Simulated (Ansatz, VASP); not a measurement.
CsH: VASP beside Ansatz

INCAR

```
SYSTEM = CsH
ALGO = Normal
EDIFF = 1E-7
ENCUT = 520
ISIF = 2
ISMEAR = 0
LASPH = .True.
LCHARG = .False.
LREAL = .False.
LWAVE = .False.
NBANDS = 18
NELM = 60
PREC = Accurate
SIGMA = 0.02
```

KPOINTS

```
k-points
0
Gamma
  6 6 6
  0 0 0
```

The input POSCAR:

```
CsH
1.0
    2.8680511371      2.8680511371      0.0000000000
   -2.8680511371      2.8680511371      0.0000000000
    0.0000000000      0.0000000000      5.7361022743
Cs H
2 2
Direct
    0.0000000000      0.0000000000      0.0000000000
    0.5000000000      0.5000000000      0.5000000000
    0.5000000000      0.5000000000      0.0000000000
    0.0000000000      0.0000000000      0.5000000000
```

Input for Ansatz:

```yaml
crystal:
  lattice:
    - [2.8680511371, 2.8680511371, 0.0]
    - [-2.8680511371, 2.8680511371, 0.0]
    - [0.0, 0.0, 5.7361022743]
  atoms:
    - { symbol: Cs, position: [0.0, 0.0, 0.0] }
    - { symbol: Cs, position: [0.5, 0.5, 0.5] }
    - { symbol: H, position: [0.5, 0.5, 0.0] }
    - { symbol: H, position: [0.0, 0.0, 0.5] }
basis:
  ecutwfc: 420
kpoints:
  mp_grid: { grid: [6, 6, 6] }
  band_path: { path: [VBM, CBM], npoints: 2 }
hamiltonian:
  xc: lda
scf:
  occupations: { method: gaussian, width: 0.02 }
output:
  forces: true
  stress: true
  eigenvalues: true
checkpoint:
  read: start.run
  write: ck
  compress: false
  write_wavefunctions: false
  write_every: 100000
```

Alike in both runs: task single point; functional LDA; k mesh 6 × 6 × 6; occupations gaussian, width 0.02 eV; no spin polarisation.

|  | VASP | Ansatz |
| --- | --- | --- |
| version | VASP 6.6.1 | Ansatz 0.2.0 |
| potentials or method | VASP PAW LDA potentials, release 64 (Cs_sv, H), cutoff 520 eV | scalar-relativistic, plane waves, PAW |
| valence electrons in the cell | 20 | 20 |

|  | VASP | Ansatz | Ansatz less VASP |
| --- | --- | --- | --- |
| gap on the k mesh at the Fermi level (eV) | 1.33 | 1.38 | +0.050 |
| least direct gap on the mesh (eV) | 1.33 | 1.38 | +0.050 |
| pressure (GPa) | 3.2 | 3.1 | -0.19 |

LDA's correlation is that of Perdew and Zunger in VASP and of Perdew and Wang (1992) in Ansatz.

Spin-orbit coupling is off throughout.
